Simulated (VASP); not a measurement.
Set up this calculation in VASP 6.6.1, as the native input.

- Task: single point
- Functional: PBE
- Potentials or basis: VASP PAW PBE potentials, release 64 (Si, Ge_d)
- Cutoff: 520 eV
- k mesh: 10 × 10 × 6
- Occupations: gaussian, width 0.1 eV
- Spin: no spin polarisation
- Dipole correction: no
- Further INCAR settings: ALGO = Normal; EDIFF = 1e-07; NBANDS = 33

The structure of Si2Ge3 lies in POSCAR:

```
Si2Ge3
1.0
    4.1134048515      0.0000000000      0.0000000000
    0.0000000000      4.1134048515      0.0000000000
    0.0000000000      0.0000000000      6.4387761331
Si Ge
2 3
Direct
    0.0000000000      0.0000000000      0.7355797289
    0.5000000000      0.5000000000      0.2435458640
    0.5000000000      0.0000000000      0.9697887933
    0.0000000000      0.5000000000      0.9697887933
    0.0000000000      0.0000000000      0.3512967404
```

The cell was built from a structure type or drawn by symmetry, and may not be a known phase.

The input as run:

INCAR

```
PREC = Accurate
ENCUT = 520
EDIFF = 1E-7
ISMEAR = 0
SIGMA = 0.1
LREAL = False
LASPH = True
NELM = 80
ALGO = Normal
ISIF = 2
LWAVE = False
LCHARG = True
GGA = PE
LELF = True
LVHAR = True
NBANDS = 33
```

KPOINTS

```
Automatic mesh
0
Gamma
  10 10 6
```

Potentials or basis: VASP PAW PBE potentials, release 64 (Si, Ge_d).

The run is started by

```sh
$ cat potpaw_PBE.64/Si/POTCAR potpaw_PBE.64/Ge_d/POTCAR > POTCAR
$ mpirun -np 1 vasp_std > vasp.out
```

It gave:

The pressure is 0.0 GPa, the largest force is 0.004 eV/Å and the band gap on the k mesh is zero (bands 25 and 26 overlap by 1.55 eV).

It took 4 min on 1 thread of Intel(R) Xeon(R) Platinum 8559C (Emerald Rapids) (shared host), peak memory 0.37 GiB.
